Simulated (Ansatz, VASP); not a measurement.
**Two plane-wave programs on KMgF3**

The input INCAR:

```
ALGO = Normal ; EDIFF = 1E-6
ENCUT = 520 ; GGA = PE
ISIF = 2 ; ISMEAR = 0
LASPH = T ; LCHARG = F
LREAL = F ; LWAVE = F
NBANDS = 24 ; NELM = 100
PREC = Accurate ; SIGMA = 0.05
```

Contents of KPOINTS:

```
k-points
0
Gamma
  6 6 6
```

Contents of POSCAR:

```
KMgF3
1.0
    4.0403577290      0.4857908120      0.4857908120
    0.4857908120      4.0403577290      0.4857908120
    0.4857908120      0.4857908120      4.0403577290
K Mg F
1 1 3
Direct
    0.5000000000      0.5000000000      0.5000000000
    0.0000000000      0.0000000000      0.0000000000
    0.5000000000      0.0000000000      0.0000000000
    0.0000000000      0.5000000000      0.0000000000
    0.0000000000      0.0000000000      0.5000000000
```

Input for Ansatz:

```yaml
crystal:
  lattice:
    - [4.040357729, 0.485790812, 0.485790812]
    - [0.485790812, 4.040357729, 0.485790812]
    - [0.485790812, 0.485790812, 4.040357729]
  atoms:
    - { symbol: K, position: [0.5, 0.5, 0.5] }
    - { symbol: Mg, position: [0.0, 0.0, 0.0] }
    - { symbol: F, position: [0.5, 0.0, 0.0] }
    - { symbol: F, position: [0.0, 0.5, 0.0] }
    - { symbol: F, position: [0.0, 0.0, 0.5] }
basis:
  ecutwfc: 420
kpoints:
  mp_grid: { grid: [6, 6, 6] }
hamiltonian:
  xc: pbe
scf:
  occupations: { method: gaussian, width: 0.05 }
output:
  forces: true
  stress: true
  eigenvalues: true
```

Alike in both runs: task single point; functional PBE; k mesh 6 × 6 × 6; occupations gaussian, width 0.05 eV; no spin polarisation.

```csv
,VASP,Ansatz
version,VASP 6.6.1,Ansatz 0.2.0
potentials or method,"VASP PAW PBE potentials, release 64 (K_sv, Mg, F), cutoff 520 eV","scalar-relativistic, plane waves, PAW"
valence electrons in the cell,32,40
```

VASP gave:

| Item | Value |
| --- | --- |
| gap on the k mesh at the Fermi level (eV) | 5.50 |
| least direct gap on the mesh (eV) | 5.54 |
| pressure (GPa) | 7.3 |
| traceless stress, the component that is largest in VASP (GPa) | -12.19 |

What did Ansatz give for the same quantities?

gap on the k mesh at the Fermi level (eV): 5.53; least direct gap on the mesh (eV): 5.57; pressure (GPa): 7.6; traceless stress, the component that is largest in VASP (GPa): -11.99.

The functional is the same, so the differences come from potentials, cutoffs and numerics. VASP's potentials hold 32 valence electrons a cell and Ansatz's 40, so a difference there can come from the potentials and not from the codes.
